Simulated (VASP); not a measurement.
# SnO (Pmn2_1) in VASP: further runs, part 2 of 3

VASP 6.6.1. Earlier steps stand in the parts before.

### 5 Single point, PBEsol

Input file INCAR:

```
ALGO = Normal
EDIFF = 1E-7
ENCUT = 520
GGA = PS
ISIF = 2
ISMEAR = 0
LASPH = T
LCHARG = F
LREAL = F
LWAVE = F
NBANDS = 28
NELM = 80
PREC = Accurate
SIGMA = 0.01
```

Input file KPOINTS:

```
k-points
0
Gamma
  6 4 4
```

Input file POSCAR:

```
SnO
1.0
    3.3550000000      0.0000000000      0.0000000000
    0.0000000000      5.6741000000      0.0000000000
    0.0000000000      0.0000000000      4.2219700000
Sn O
2 2
Direct
    0.0000000000      0.2319100000      0.5131400000
    0.5000000000      0.7680900000      0.0131400000
    0.0000000000      0.8912500000      0.7368600000
    0.5000000000      0.1087500000      0.2368600000
```

Started as:

```bash
cat potpaw_PBE.64/Sn_d/POTCAR potpaw_PBE.64/O/POTCAR > POTCAR
mpirun -np 1 vasp_std > vasp.out
```

Wall time 54 s (1 thread of Intel Xeon Platinum 8375C at 2.90GHz (Ice Lake), shared host); peak memory 0.22 GiB.

The run converged. Its results:

```yaml
Free_energy: -23.7966 eV
Pressure: -2.9 GPa
Largest_force: 0.351 eV/Å
Band_gap_on_the_k_mesh: 1.58 eV, indirect (least direct gap 2.33 eV)
```

Forces on the atoms (eV/Å):
```
Sn   0.000 -0.337 -0.097
Sn   0.000  0.337 -0.097
O    0.000  0.120  0.097
O    0.000 -0.120  0.097
```

Stress tensor (GPa, compression positive):
```
-3.53  0.00  0.00
 0.00 -2.58  0.00
 0.00  0.00 -2.54
```

Levels at points of the mesh, in eV from the valence-band top:
```
           k point  band 18  band 19  band 20  band 21  band 22  band 23
(0.00, 0.00, 0.00)    -2.64    -2.05     0.00     2.60     3.10     5.81
(0.50, 0.00, 0.00)    -2.58    -1.25    -1.25     2.53     2.53     5.48
(0.00, 0.50, 0.00)    -2.66    -1.59    -1.37     3.27     3.86     4.79
(0.50, 0.50, 0.00)    -2.65    -0.91    -0.91     1.83     1.83     6.23
(0.00, 0.00, 0.50)    -3.20    -1.66    -1.66     2.61     2.61     5.17
(0.50, 0.00, 0.50)    -3.15    -1.08    -1.08     2.06     2.06     4.56
(0.00, 0.50, 0.50)    -2.92    -1.51    -1.51     1.87     1.87     5.92
(0.50, 0.50, 0.50)    -3.43    -0.43    -0.43     2.38     2.38     4.10
```

Caveat: the PAW data sets were made with another functional, which shifts forces and pressure a little; spin-orbit coupling is left out, which moves the levels of the heavy elements. A k mesh can miss the band edges.

### 6 Single point, PBEsol

Input file INCAR:

```
  PREC = Accurate
  ENCUT = 520
  EDIFF = 1E-6
  ISMEAR = 0
  SIGMA = 0.01
  LREAL = F
  LASPH = T
  NELM = 60
  ALGO = Normal
  ISIF = 2
  LWAVE = F
  LCHARG = T
  GGA = PS
  LELF = T
  LVHAR = T
  NBANDS = 28
```

Input file KPOINTS:

```
Automatic mesh
0
Gamma
  8 4 6
```

POSCAR is that of step 5.

Potentials or basis: VASP PAW PBE potentials, release 64 (Sn_d, O).

Started as:

```bash
cat potpaw_PBE.64/Sn_d/POTCAR potpaw_PBE.64/O/POTCAR > POTCAR
mpirun -np 1 vasp_std > vasp.out
```

OUTCAR:

```text
PREC = Accurate
   ENCUT = 520
   EDIFF = 1E-6
   ISMEAR = 0
   LREAL = F
   LASPH = T
   NELM = 60
   ISIF = 2
   GGA = PS

 ion  position               nearest neighbor table
   1  0.000  0.232  0.513-   3 2.15   4 2.16   4 2.16
   2  0.500  0.768  0.013-   4 2.15   3 2.16   3 2.16
   3  0.000  0.891  0.737-   1 2.15   2 2.16   2 2.16
   4  0.500  0.109  0.237-   2 2.15   1 2.16   1 2.16

  LATTYP: Found a simple orthorhombic cell.
 ALAT       =     3.3550000000
 B/A-ratio  =     1.2584113264
 C/A-ratio  =     1.6912369598

  Lattice vectors:

 A1 = (  -3.3550000000,   0.0000000000,   0.0000000000)
 A2 = (   0.0000000000,   0.0000000000,   4.2219700000)
 A3 = (   0.0000000000,   5.6741000000,   0.0000000000)

Analysis of symmetry for initial positions (statically):
=====================================================================
 Subroutine PRICEL returns:
 Original cell was already a primitive cell.

[... 166 lines left out ...]
 number of electron      39.9999992 magnetization

 Free energy of the ion-electron system (eV)
  ---------------------------------------------------
  ext. energy  EPLUGINS =         0.00000000
  ---------------------------------------------------
  free energy    TOTEN  =       -23.79600021 eV

  energy without entropy =      -23.79600021  energy(sigma->0) =      -23.79600021

 E-fermi :   4.8136     XC(G=0):  -9.7645

 val. band max:        4.7072990626   @ k =   0.0000   0.0000   0.0000
 cond. band min:       6.0366911369   @ k =   0.3750   0.5000   0.0000
 fundamental gap:      1.3293920744
 Fermi energy:         4.8135932217

 k-point     1 :       0.0000    0.0000    0.0000
  band No.  band energies     occupation
      1     -16.4166      2.00000
      2     -16.0898      2.00000
      3     -16.0057      2.00000
      4     -15.9794      2.00000
      5     -15.9519      2.00000
      6     -15.9206      2.00000
[... 733 lines left out ...]
     27      13.5541      0.00000
     28      14.5326      0.00000

 [... further k-points ...]
[... 5 lines left out ...]
  --------------------------------------------------------------------------------------
  -------------------------------------------------------------------------------------
  Total       -1.7528277     -1.2952384     -1.2789293      0.0000000      0.0000000      0.0000000
  in kB      -34.9417900    -25.8199654    -25.4948506      0.0000000      0.0000000      0.0000000
  external PRESSURE =     -28.7522020 kB  Pullay stress =       0.0000000 kB

 VOLUME and BASIS-vectors are now :
 -----------------------------------------------------------------------------
  energy-cutoff  :      520.00
  volume of cell :       80.37
      direct lattice vectors                 reciprocal lattice vectors
     3.355000000  0.000000000  0.000000000     0.298062593  0.000000000  0.000000000
     0.000000000  5.674100000  0.000000000     0.000000000  0.176239404  0.000000000
     0.000000000  0.000000000  4.221970000     0.000000000  0.000000000  0.236856254

 POSITION                                       TOTAL-FORCE (eV/Angst)
 -----------------------------------------------------------------------------------
      0.00000      1.31588      2.16646         0.000000     -0.335014     -0.097999
      1.67750      4.35822      0.05548         0.000000      0.335014     -0.097999
      0.00000      5.05704      3.11100         0.000000      0.122443      0.097999
      1.67750      0.61706      1.00002         0.000000     -0.122443      0.097999
 -----------------------------------------------------------------------------------
    total drift:                                0.000000      0.000000      0.000030

  FREE ENERGIE OF THE ION-ELECTRON SYSTEM (eV)
  ---------------------------------------------------
  free  energy   TOTEN  =       -23.7960002131 eV

  energy  without entropy=      -23.7960002131  energy(sigma->0) =      -23.79600021
```

OSZICAR:

```text
N       E                     dE             d eps       ncg     rms          rms(c)
DAV:   1     0.434495958510E+03    0.43450E+03   -0.20255E+04  3456   0.211E+03
DAV:   2     0.403690781130E+02   -0.39413E+03   -0.37840E+03  3536   0.540E+02
DAV:   3    -0.240583938266E+02   -0.64427E+02   -0.63343E+02  3884   0.185E+02
DAV:   4    -0.272454270749E+02   -0.31870E+01   -0.31718E+01  3988   0.447E+01
DAV:   5    -0.273210753268E+02   -0.75648E-01   -0.75637E-01  3720   0.742E+00    0.111E+01
DAV:   6    -0.239276434535E+02    0.33934E+01   -0.15785E+01  5524   0.460E+01    0.524E+00
DAV:   7    -0.238424648815E+02    0.85179E-01   -0.20374E+00  3880   0.867E+00    0.255E+00
DAV:   8    -0.238072663517E+02    0.35199E-01   -0.35103E-01  3972   0.385E+00    0.772E-01
DAV:   9    -0.237951297275E+02    0.12137E-01   -0.46867E-02  5504   0.221E+00    0.231E-01
DAV:  10    -0.237965350614E+02   -0.14053E-02   -0.81323E-03  4712   0.840E-01    0.158E-01
DAV:  11    -0.237959770895E+02    0.55797E-03   -0.24287E-03  5280   0.472E-01    0.260E-02
DAV:  12    -0.237960035199E+02   -0.26430E-04   -0.29682E-04  3560   0.114E-01    0.277E-02
DAV:  13    -0.237960008037E+02    0.27162E-05   -0.21419E-05  4392   0.334E-02    0.766E-03
DAV:  14    -0.237960002131E+02    0.59060E-06   -0.99364E-07  2440   0.737E-03
   1 F= -.23796000E+02 E0= -.23796000E+02  d E =-.250967E-53
```

Run time: 84 s. Hardware: 1 thread of Intel Xeon Platinum 8375C at 2.90GHz (Ice Lake), shared host; peak memory 0.25 GiB.

Results:

```
Free energy            : -23.7960 eV
Pressure               : -2.9 GPa
Largest force          : 0.349 eV/Å
Band gap on the k mesh : 1.33 eV, indirect (least direct gap 1.97 eV)
```

Forces on the atoms (eV/Å):
```
Sn   0.000 -0.335 -0.098
Sn   0.000  0.335 -0.098
O    0.000  0.122  0.098
O    0.000 -0.122  0.098
```

Stress tensor (GPa, compression positive):
```
-3.49  0.00  0.00
 0.00 -2.58  0.00
 0.00  0.00 -2.55
```

Caveat: the PAW data sets were made with another functional, which shifts forces and pressure a little; spin-orbit coupling is left out, which moves the levels of the heavy elements.

[end of part 2 of 3]
